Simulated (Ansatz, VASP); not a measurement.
Two plane-wave programs on Os2N

File INCAR:

```
SYSTEM = Os2N
PREC = Accurate ; ENCUT = 700
EDIFF = 1E-7 ; ISMEAR = 0
SIGMA = 0.1 ; LREAL = .False.
LASPH = .True. ; NELM = 120
ALGO = Normal ; ISIF = 3
LWAVE = .False. ; LCHARG = .False.
GGA = PE ; IBRION = 2
NSW = 90 ; EDIFFG = -0.04
GGA_COMPAT = .False. ; NELMIN = 4
```

File KPOINTS:

```
Automatic mesh
0
Gamma
  4 4 4
  0 0 0
```

File POSCAR:

```
Os2N
1.0
    4.2373817412      0.0000000000      0.0000000000
    0.0000000000      4.2373817412      0.0000000000
    0.0000000000      0.0000000000      4.2373817412
Os N
4 2
Direct
    0.2500000000      0.2500000000      0.2500000000
    0.2500000000      0.7500000000      0.7500000000
    0.7500000000      0.7500000000      0.2500000000
    0.7500000000      0.2500000000      0.7500000000
    0.0000000000      0.0000000000      0.0000000000
    0.5000000000      0.5000000000      0.5000000000
```

Input for Ansatz:

```yaml
crystal:
  lattice:
    - [4.2373817412, 0.0, 0.0]
    - [0.0, 4.2373817412, 0.0]
    - [0.0, 0.0, 4.2373817412]
  atoms:
    - { symbol: Os, position: [0.25, 0.25, 0.25] }
    - { symbol: Os, position: [0.25, 0.75, 0.75] }
    - { symbol: Os, position: [0.75, 0.75, 0.25] }
    - { symbol: Os, position: [0.75, 0.25, 0.75] }
    - { symbol: "N", position: [0.0, 0.0, 0.0] }
    - { symbol: "N", position: [0.5, 0.5, 0.5] }
basis:
  ecutwfc: 420
kpoints:
  mp_grid: { grid: [4, 4, 4] }
hamiltonian:
  xc: pbe
scf:
  occupations: { method: gaussian, width: 0.1 }
  lower_state_search: "off"
output:
  forces: true
  stress: true
  eigenvalues: true
relax:
  adjacent_minimum: "off"
  f_tol: 0.04
  max_steps: 70
  cell: { stress_tol: 0.4 }
```

Alike in both runs: task relaxation of cell and atoms; functional PBE; k mesh 4 × 4 × 4; occupations gaussian, width 0.1 eV; no spin polarisation.

|  | VASP | Ansatz |
| --- | --- | --- |
| version | VASP 6.6.1 | Ansatz 0.2.0 |
| potentials or method | VASP PAW PBE potentials, release 64 (Os_sv_GW, N), cutoff 700 eV | scalar-relativistic, plane waves, PAW |
| valence electrons in the cell | 74 | 74 |

|  | VASP | Ansatz | Ansatz less VASP |
| --- | --- | --- | --- |
| gap on the k mesh at the Fermi level, each at its own relaxed structure (eV) | none | none | - |
| relaxed volume (Å³/atom) | 13.97 | 13.93 | -0.042 |
| relaxed length of the cell vector where the two differ most in proportion (Å) | 4.376 | 4.372 | -0.0044 |

A gap of «none» marks a metal or a gap that the smearing closes.

The k mesh is coarse, so the values compare programs but aren't converged. Spin-orbit coupling is off throughout.
